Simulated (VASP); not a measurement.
# Ba2SbHO6 (Fm-3m) in VASP: single point with r2SCAN

Aim: the single point of Ba2SbHO6 with r2SCAN.

All numbers are computed with VASP 6.6.1; they aren't measurements. Logs are shortened: lines on timing, memory, paths and dates and some standing lists are left out, and cuts for length are marked.

### Step 1. The cell of the first run

The structure is cubic, space group Fm-3m (No. 225). Conventional cell: a = 8.008 Å, b = 8.008 Å, c = 8.008 Å, α = 90.00°, β = 90.00°, γ = 90.00°. Sb (site symmetry m-3m) has 6 O at 1.88 Å within 2.5 Å. Within 3.7 Å of Ba (site symmetry -43m) lie 12 O at 2.83 Å and 4 Sb at 3.47 Å and 4 H at 3.47 Å. Within 2.5 Å of O (site symmetry 4mm) lie 1 Sb at 1.88 Å and 1 H at 2.12 Å. H (site symmetry m-3m) has 6 O at 2.12 Å within 2.8 Å.

### Step 2. Single point, r2SCAN

POSCAR

```
Ba2SbHO6
1.0
    0.0000000000      4.0042480000      4.0042480000
    4.0042480000      0.0000000000      4.0042480000
    4.0042480000      4.0042480000      0.0000000000
Sb Ba O H
1 2 6 1
Direct
    0.0000000000      0.0000000000      0.0000000000
    0.2500000000      0.2500000000      0.2500000000
    0.7500000000      0.7500000000      0.7500000000
    0.7650000000      0.2350000000      0.2350000000
    0.2350000000      0.7650000000      0.2350000000
    0.2350000000      0.7650000000      0.7650000000
    0.7650000000      0.2350000000      0.7650000000
    0.2350000000      0.2350000000      0.7650000000
    0.7650000000      0.7650000000      0.2350000000
    0.5000000000      0.5000000000      0.5000000000
```

INCAR.step1

```
SYSTEM = Ba2SbHO6
ALGO = Normal
EDIFF = 1E-5
ENCUT = 770
GGA = PE
GGA_COMPAT = .False.
ISMEAR = -1
LASPH = .True.
LCHARG = .False.
LREAL = .False.
LWAVE = .True.
NBANDS = 47
NELM = 120
PREC = Accurate
SIGMA = 0.1
```

INCAR.step2

```
SYSTEM = Ba2SbHO6
ALGO = Normal
EDIFF = 1E-6
ENCUT = 770
GGA_COMPAT = .False.
ISIF = 2
ISMEAR = -1
ISTART = 1
LASPH = .True.
LCHARG = .False.
LMIXTAU = .True.
LREAL = .False.
LWAVE = .False.
METAGGA = R2SCAN
NBANDS = 47
NELM = 120
PREC = Accurate
SIGMA = 0.1
```

KPOINTS

```
k-points
0
Gamma
  7 7 7
  0 0 0
```

Potentials or basis: VASP PAW PBE potentials, release 64 (Sb_d_GW, Ba_sv, O, H).

On the command line:

```
> cat potpaw_PBE.64/Sb_d_GW/POTCAR potpaw_PBE.64/Ba_sv/POTCAR potpaw_PBE.64/O/POTCAR potpaw_PBE.64/H/POTCAR > POTCAR
> cp INCAR.step1 INCAR
> mpirun -np 1 vasp_std > vasp.out
> cp INCAR.step2 INCAR
> mpirun -np 1 vasp_std > vasp.out
```

OUTCAR:

```text
SYSTEM = Ba2SbHO6
   EDIFF = 1E-6
   ENCUT = 770
   ISIF = 2
   ISMEAR = -1
   ISTART = 1
   LASPH = .True.
   LREAL = .False.
   METAGGA = R2SCAN
   NELM = 120
   PREC = Accurate

 ion  position               nearest neighbor table
   1  0.000  0.000  0.000-   4 1.88   5 1.88   6 1.88   7 1.88   8 1.88   9 1.88   3 3.47   3 3.47
                             3 3.47   2 3.47   2 3.47   2 3.47   3 3.47   2 3.47
   2  0.250  0.250  0.250-   4 2.83   7 2.83   9 2.83   5 2.83   6 2.83   9 2.83   6 2.83   7 2.83
                             8 2.83   4 2.83   5 2.83   8 2.83   1 3.47   1 3.47   1 3.47   1 3.47
   3  0.750  0.750  0.750-   6 2.83   7 2.83   9 2.83   4 2.83   5 2.83   9 2.83   4 2.83   7 2.83
                             8 2.83   5 2.83   6 2.83   8 2.83   1 3.47   1 3.47   1 3.47   1 3.47
   4  0.765  0.235  0.235-   1 1.88   3 2.83   3 2.83   2 2.83   2 2.83
   5  0.235  0.765  0.235-   1 1.88   3 2.83   3 2.83   2 2.83   2 2.83
   6  0.235  0.765  0.765-   1 1.88   3 2.83   3 2.83   2 2.83   2 2.83
   7  0.765  0.235  0.765-   1 1.88   3 2.83   3 2.83   2 2.83   2 2.83
   8  0.235  0.235  0.765-   1 1.88   3 2.83   3 2.83   2 2.83   2 2.83
   9  0.765  0.765  0.235-   1 1.88   3 2.83   3 2.83   2 2.83   2 2.83
  10  0.500  0.500  0.500-

  LATTYP: Found a face centered cubic cell.
 ALAT       =     8.0084960000

  Lattice vectors:

 A1 = (   0.0000000000,   4.0042480000,   4.0042480000)
 A2 = (   4.0042480000,   0.0000000000,   4.0042480000)
 A3 = (   4.0042480000,   4.0042480000,   0.0000000000)

Analysis of symmetry for initial positions (statically):
=====================================================================
 Subroutine PRICEL returns:
 Original cell was already a primitive cell.

 Routine SETGRP: Setting up the symmetry group for a
 face centered cubic supercell.

 Subroutine GETGRP returns: Found 48 space group operations
 (whereof 48 operations were pure point group operations)
 out of a pool of 48 trial point group operations.

The static configuration has the point symmetry O_h .

Analysis of symmetry for dynamics (positions and initial velocities):
=====================================================================
 Subroutine PRICEL returns:
 Original cell was already a primitive cell.

 Routine SETGRP: Setting up the symmetry group for a
 face centered cubic supercell.

 Subroutine GETGRP returns: Found 48 space group operations
 (whereof 48 operations were pure point group operations)
 out of a pool of 48 trial point group operations.
[... 120 lines left out ...]
   POTIM  = 0.5000    time-step for ionic-motion
   TEBEG  =    0.0;   TEEND  =   0.0 temperature during run
   PSTRESS=    0.0 pullay stress
   NELECT =      72.0000    total number of electrons
   NUPDOWN=      -1.0000    fix difference up-down
   EMIN   =  10.00;   EMAX   =-10.00  energy-range for DOS
   EFERMI =   0.00;   METHOD = LEGACY
   ISMEAR =    -1;   SIGMA  =   0.10  broadening in eV -4-tet -1-fermi 0-gaus
   EFERMI_NEDOS =   21; number of points for ismear=-14 and -15
   IALGO  =     38    algorithm
   IMIX   =      4    mixing-type and parameters
     AMIX     =   0.40;   BMIX     =  1.00
     AMIX_MAG =   1.60;   BMIX_MAG =  1.00
  volume/ion in A,a.u.               =      12.84        86.65
  Fermi-wavevector in a.u.,A,eV,Ry     =   1.349961  2.551057 24.795201  1.822396
  Thomas-Fermi vector in A             =   2.477505
   LORBIT       =      0    0 simple, 1 ext, 2 COOP (PROOUT), +10 PAW based schemes
   METAGGA = R2SCAN    functional components
   LHFCALC =     F    Hartree Fock is set to
   AEXX    =    0.0000 exact exchange contribution
   IVDW    =     0    specifies the selected vdW correction
   LEPSILON=     F    determine dielectric tensor
   LRPA    =     F    only Hartree local field effects (RPA)
 non-spin polarized calculation
  energy-cutoff  :      770.00
  volume of cell :      128.41
 maximum number of plane-waves:      6242
 NGX is ok and might be reduce to    54
   NGX = 25   NGY = 25   NGZ = 25

 number of electron      72.0000007 magnetization

 Free energy of the ion-electron system (eV)
  ---------------------------------------------------
  ext. energy  EPLUGINS =         0.00000000
  ---------------------------------------------------
  free energy    TOTEN  =      -131.34294411 eV

  energy without entropy =     -131.04763349  energy(sigma->0) =     -131.19528880

 E-fermi :   1.8949     XC(G=0): -11.4520

 val. band max:        1.8914987564   @ k =  -0.1429   0.1429   0.0000
 cond. band min:       1.9077949430   @ k =  -0.4286   0.4286   0.1429
 fundamental gap:      0.0162961866
 Fermi energy:         1.8949040364

 k-point     1 :       0.0000    0.0000    0.0000
  band No.  band energies     occupation
      1     -26.6003      2.00000
      2     -26.6002      2.00000
      3     -26.0605      2.00000
      4     -26.0604      2.00000
      5     -26.0604      2.00000
      6     -23.2055      2.00000
[... 989 lines left out ...]
     46      11.9593      0.00000
     47      12.3245      0.00000

------------------------ aborting loop because EDIFF is reached ----------------------------------------

  FORCE on cell =-STRESS in cart. coord.  units (eV):
  Direction    XX          YY          ZZ          XY          YZ          ZX
  --------------------------------------------------------------------------------------
  -------------------------------------------------------------------------------------
  Total       13.5163193     13.5163193     13.5163193      0.0000000      0.0000000      0.0000000
  in kB      168.6460326    168.6460326    168.6460326      0.0000000      0.0000000      0.0000000
  external PRESSURE =     168.6460326 kB  Pullay stress =       0.0000000 kB

 VOLUME and BASIS-vectors are now :
 -----------------------------------------------------------------------------
  energy-cutoff  :      770.00
  volume of cell :      128.41
      direct lattice vectors                 reciprocal lattice vectors
     0.000000000  4.004248000  4.004248000    -0.124867391  0.124867391  0.124867391
     4.004248000  0.000000000  4.004248000     0.124867391 -0.124867391  0.124867391
     4.004248000  4.004248000  0.000000000     0.124867391  0.124867391 -0.124867391

 POSITION                                       TOTAL-FORCE (eV/Angst)
 -----------------------------------------------------------------------------------
      0.00000      0.00000      0.00000         0.000000     -0.000000     -0.000000
      2.00212      2.00212      2.00212         0.000000     -0.000000     -0.000000
      6.00637      6.00637      6.00637         0.000000     -0.000000     -0.000000
      1.88200      4.00425      4.00425         2.863142     -0.000000     -0.000000
      4.00425      1.88200      4.00425         0.000000      2.863142     -0.000000
      6.12650      4.00425      4.00425        -2.863142     -0.000000     -0.000000
      4.00425      6.12650      4.00425         0.000000     -2.863142     -0.000000
      4.00425      4.00425      1.88200         0.000000     -0.000000      2.863142
      4.00425      4.00425      6.12650         0.000000     -0.000000     -2.863142
      4.00425      4.00425      4.00425         0.000000     -0.000000     -0.000000
 -----------------------------------------------------------------------------------
    total drift:                               -0.000000     -0.000000      0.000000

  FREE ENERGIE OF THE ION-ELECTRON SYSTEM (eV)
  ---------------------------------------------------
  free  energy   TOTEN  =      -131.3429441125 eV

  energy  without entropy=     -131.0476334910  energy(sigma->0) =     -131.19528880
```

Run time: 25 min. Hardware: 1 thread of Intel Xeon Platinum 8259CL at 2.50GHz (Skylake/Cascade Lake), shared host; peak memory 0.59 GiB.

What came out:

| Item | Value |
| --- | --- |
| Free energy | -131.3429 eV |
| Pressure | 16.9 GPa |
| Largest force | 2.863 eV/Å |
| Band gap on the k mesh | zero (bands 36 and 37 overlap by 0.25 eV) |

Forces in eV/Å, atoms in the order of the input:
```
Sb   0.000  0.000  0.000
Ba   0.000  0.000  0.000
Ba   0.000  0.000  0.000
O    2.863  0.000  0.000
O    0.000  2.863  0.000
O   -2.863  0.000  0.000
O    0.000 -2.863  0.000
O    0.000  0.000  2.863
O    0.000  0.000 -2.863
H    0.000  0.000  0.000
```

Caveat: the cell stands under pressure; the PAW data sets were made with another functional, which shifts forces and pressure a little; spin-orbit coupling is left out, which moves the levels of the heavy elements.
